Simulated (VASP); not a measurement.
**Be16H (a cell with a defect): single point with PBE+D3(BJ)**

System: Be16H (a cell with a defect).

```
Be H
1.0
    -2.29000   -3.96640    0.00000
     3.43500   -1.98320    0.00000
     0.00000    0.00000    7.17686
Be H
16 1
Cartesian
  -0.0025 -3.9711 -0.0108
  -0.0038 -2.6406 1.7669
  -0.0070 -4.0796 3.5811
  -0.0009 -2.6422 5.4140
  -1.1562 -1.9753 -0.0126
  2.2952 -2.6344 1.7751
  -1.2645 -1.9128 3.5774
  2.2929 -2.6411 5.3614
  1.1490 -1.9766 -0.0108
  1.1410 -0.6574 1.7625
  1.2406 -1.9185 3.5809
  1.1418 -0.6579 5.3698
  0.0018 0.0004 -0.0200
  1.1402 -4.6350 1.7751
  0.0378 -0.0205 3.5652
  1.1450 -4.6295 5.3614
  -0.0130 -2.6356 3.3707
```

| Item | Value |
| --- | --- |
| Program | VASP 6.6.1 |
| Task | single point |
| Functional | PBE |
| Dispersion | D3(BJ) |
| Potentials or basis | VASP PAW PBE potentials, release 64 (Be, H) |
| Cutoff | 520 eV |
| k mesh | 5 × 6 × 4 |
| Occupations | gaussian, width 0.05 eV |
| Spin | no spin polarisation |

```json
{
  "Pressure": "-6.5 GPa",
  "Largest force": "0.018 eV/Å",
  "Band gap on the k mesh": "zero (an odd number of electrons rules out a gap without spin polarisation)",
  "Dispersion energy per atom": "-0.336 eV"
}
```

Forces in eV/Å, atoms in the order of the input:
```
Be  -0.001  0.000  0.000
Be   0.004 -0.003  0.008
Be   0.000 -0.005  0.007
Be  -0.001 -0.001 -0.014
Be  -0.001  0.001 -0.003
Be   0.002  0.002 -0.006
Be  -0.008  0.005  0.015
Be  -0.001 -0.001  0.000
Be   0.000  0.000  0.000
Be   0.001  0.000 -0.002
Be   0.005  0.002  0.007
Be   0.001  0.000 -0.003
Be  -0.002  0.001 -0.005
Be  -0.001 -0.002 -0.005
Be   0.005 -0.002  0.014
Be   0.000  0.002  0.000
H    0.000  0.001 -0.014
```

Stress tensor (GPa, compression positive):
```
-6.10  0.52  0.07
 0.52 -5.50 -0.04
 0.07 -0.04 -7.88
```

Levels at points of the mesh, in eV from the Fermi level:
| k point | band 13 | band 14 | band 15 | band 16 | band 17 | band 18 | band 19 | band 20 |
| --- | --- | --- | --- | --- | --- | --- | --- | --- |
| (0.00, 0.00, 0.00) | -4.00 | -3.69 | -0.78 | 0.19 | 0.42 | 0.58 | 0.89 | 1.04 |
| (0.00, 0.50, 0.00) | -3.74 | -3.65 | -2.65 | -2.51 | -0.10 | 0.68 | 0.69 | 0.83 |
| (0.00, 0.00, 0.50) | -2.68 | -2.07 | -2.02 | -1.93 | 0.67 | 1.50 | 1.67 | 1.74 |
| (0.00, 0.50, 0.50) | -4.18 | -3.78 | -3.54 | -3.53 | 1.21 | 1.64 | 1.74 | 1.78 |

It took 3.5 min on 1 thread of Intel(R) Xeon(R) 6975P-C (Granite Rapids), with other jobs on the host, peak memory 0.32 GiB.
